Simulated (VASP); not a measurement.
# MgS5 (P6/mmm) in VASP: further runs, part 2 of 2

VASP 6.6.1. The steps go on from the part before.

## Step 3: Relaxation of cell and atoms, PBE

This run uses another cell than the first one, of 20.71 Å³/atom, 1.012 times its volume.

Contents of INCAR:

```
PREC = Accurate
ENCUT = 600
EDIFF = 1E-6
ISMEAR = 0
SIGMA = 0.1
LREAL = F
LASPH = T
NELM = 100
ALGO = Normal
ISIF = 3
LWAVE = F
LCHARG = F
GGA = PE
IBRION = 2
NSW = 90
EDIFFG = -0.04
```

Contents of KPOINTS:

```
regular mesh
0
Gamma
  3 3 6
```

Contents of POSCAR:

```
MgS5
1.0
    6.6200271330      0.0000000000      0.0000000000
   -3.3100135665      5.7331116709      0.0000000000
    0.0000000000      0.0000000000      3.2745524341
Mg S
1 5
Direct
    0.0000000000      0.0000000000      0.0000000000
    0.5000000000      0.0000000000      0.5000000000
    0.5000000000      0.5000000000      0.5000000000
    0.0000000000      0.5000000000      0.5000000000
    0.3333333333      0.6666666667      0.0000000000
    0.6666666667      0.3333333333      0.0000000000
```

Potentials or basis: VASP PAW PBE potentials, release 64 (Mg, S).

The run is started by

```
cat potpaw_PBE.64/Mg/POTCAR potpaw_PBE.64/S/POTCAR > POTCAR
mpirun -np 1 vasp_std > vasp.out
```

OUTCAR:

```text
PREC = Accurate
   ENCUT = 600
   EDIFF = 1E-6
   ISMEAR = 0
   LREAL = F
   LASPH = T
   NELM = 100
   ISIF = 3
   GGA = PE
   IBRION = 2
   NSW = 90
   EDIFFG = -0.04

 ion  position               nearest neighbor table
   1  0.000  0.000  0.000-
   2  0.500  0.000  0.500-   5 2.52   6 2.52   5 2.52   6 2.52
   3  0.500  0.500  0.500-   5 2.52   6 2.52   5 2.52   6 2.52
   4  0.000  0.500  0.500-   5 2.52   6 2.52   5 2.52   6 2.52
   5  0.333  0.667  0.000-   2 2.52   2 2.52   4 2.52   4 2.52   3 2.52   3 2.52
   6  0.667  0.333  0.000-   2 2.52   2 2.52   4 2.52   4 2.52   3 2.52   3 2.52

  LATTYP: Found a hexagonal cell.
 ALAT       =     6.6200271330
 C/A-ratio  =     0.4946433554
[... 183 lines left out ...]
  Direction    XX          YY          ZZ          XY          YZ          ZX
  --------------------------------------------------------------------------------------
  -------------------------------------------------------------------------------------
  Total       -1.1300796     -1.1300796     -0.1876659      0.0000000      0.0000000      0.0000000
  in kB      -14.5685889    -14.5685889     -2.4193223      0.0000000      0.0000000      0.0000000
  external PRESSURE =     -10.5188334 kB  Pullay stress =       0.0000000 kB
[... 107 lines left out ...]
--------------------------------------- Ionic step        4  -------------------------------------------

 number of electron      32.0000003 magnetization

 Free energy of the ion-electron system (eV)
  ---------------------------------------------------
  ext. energy  EPLUGINS =         0.00000000
  ---------------------------------------------------
  free energy    TOTEN  =       -18.60338864 eV

  energy without entropy =      -18.58374507  energy(sigma->0) =      -18.59356685

 E-fermi :   5.1065     XC(G=0):  -9.5280

 val. band max:        5.0988102601   @ k =   0.3333   0.0000   0.0000
 cond. band min:       5.2214960102   @ k =   0.3333   0.3333   0.5000
 fundamental gap:      0.1226857501
 Fermi energy:         5.1065170314

 k-point     1 :       0.0000    0.0000    0.0000
  band No.  band energies     occupation
      1     -11.7699      2.00000
      2      -9.4975      2.00000
      3      -8.2501      2.00000
      4      -8.2501      2.00000
      5      -3.7833      2.00000
      6      -1.2848      2.00000
[... 298 lines left out ...]
  FREE ENERGIE OF THE ION-ELECTRON SYSTEM (eV)
  ---------------------------------------------------
  free  energy   TOTEN  =       -18.6033886385 eV

  energy  without entropy=      -18.5837450660  energy(sigma->0) =      -18.59356685

 reached required accuracy - stopping structural energy minimisation
```

OSZICAR:

```text
N       E                     dE             d eps       ncg     rms          rms(c)
DAV:   1     0.194083671612E+03    0.19408E+03   -0.14901E+04   480   0.154E+03
DAV:   2    -0.466916352076E+00   -0.19455E+03   -0.18846E+03   684   0.226E+02
DAV:   3    -0.186844204171E+02   -0.18218E+02   -0.17314E+02   580   0.772E+01
[... 31 lines left out ...]
DAV:   1    -0.186045457493E+02   -0.30881E-02   -0.17611E-01   480   0.233E+00    0.353E-01
DAV:   2    -0.186038085867E+02    0.73716E-03   -0.56055E-03   592   0.468E-01    0.134E-01
DAV:   3    -0.186034081669E+02    0.40042E-03   -0.58318E-04   592   0.141E-01    0.446E-02
DAV:   4    -0.186033876804E+02    0.20486E-04   -0.10119E-04   596   0.591E-02    0.186E-02
DAV:   5    -0.186033886385E+02   -0.95803E-06   -0.53360E-06   548   0.142E-02
   4 F= -.18603389E+02 E0= -.18593567E+02  d E =-.193088E-02
```

CONTCAR:

```text
MgS5
   1.00000000000000
     6.5255436247156684    0.0000000000000000    0.0000000000000000
    -3.2627718123578342    5.6512865524879574   -0.0000000000000000
     0.0000000000000000    0.0000000000000000    3.2847335748595321
  Mg              S
     1     5
Direct
     0.0000000000000000    1.0000000000000000    1.0000000000000000
     0.5000000000000000    0.0000000000000000    0.5000000000000000
     0.5000000000000000    0.5000000000000000    0.5000000000000000
     0.0000000000000000    0.5000000000000000    0.5000000000000000
     0.3333333332999970    0.6666666667000030    0.0000000000000000
     0.6666666667000030    0.3333333332999970    1.0000000000000000

  0.00000000E+00  0.00000000E+00  0.00000000E+00
  0.00000000E+00  0.00000000E+00  0.00000000E+00
  0.00000000E+00  0.00000000E+00  0.00000000E+00
  0.00000000E+00  0.00000000E+00  0.00000000E+00
  0.00000000E+00  0.00000000E+00  0.00000000E+00
  0.00000000E+00  0.00000000E+00  0.00000000E+00
```

Wall time 3.3 min (1 thread of AMD EPYC 7R13, shared host); peak memory 0.26 GiB.

What came out:

| Quantity | Value |
| --- | --- |
| Free energy | -18.6034 eV |
| Relaxed volume | 20.19 Å³/atom |
| Relaxed cell | a = 6.526 Å, b = 6.526 Å, c = 3.285 Å, α = 90.00°, β = 90.00°, γ = 120.00° |
| Space group after relaxing (to 0.05 Å) | P6/mmm (No. 191) |
| Energy gained by relaxing | 2.7 meV/atom |
| Ionic steps | 4 |
| Pressure after relaxing | 0.0 GPa |
| Band gap on the k mesh | zero (band 16 reaches 5.69 eV, above the bottom of band 17 at 3.90 eV) |

Step by step:
```
step  energy change (eV)  largest force (eV/Å)  pressure (GPa)  volume (Å³)
   1              0.0000                0.0000           -1.05       124.28
   2             -0.0134                0.0000           -0.12       121.85
   3             -0.0144                0.0000            0.23       120.98
   4             -0.0164                0.0000            0.04       121.13
```

Final structure:
```cif
data_structure
_symmetry_space_group_name_H-M 'P 1'
_symmetry_Int_Tables_number 1
_cell_length_a 6.5255
_cell_length_b 6.5255
_cell_length_c 3.2847
_cell_angle_alpha 90.000
_cell_angle_beta 90.000
_cell_angle_gamma 120.000
_cell_volume 121.13
loop_
_atom_site_label
_atom_site_type_symbol
_atom_site_fract_x
_atom_site_fract_y
_atom_site_fract_z
_atom_site_occupancy
Mg1 Mg 0.00000 0.00000 0.00000 1
S1 S 0.50000 0.00000 0.50000 1
S2 S 0.50000 0.50000 0.50000 1
S3 S 0.00000 0.50000 0.50000 1
S4 S 0.33333 0.66667 0.00000 1
S5 S 0.66667 0.33333 0.00000 1
```

Caveat: the k points lie up to 0.37 Å⁻¹ apart in the final cell.
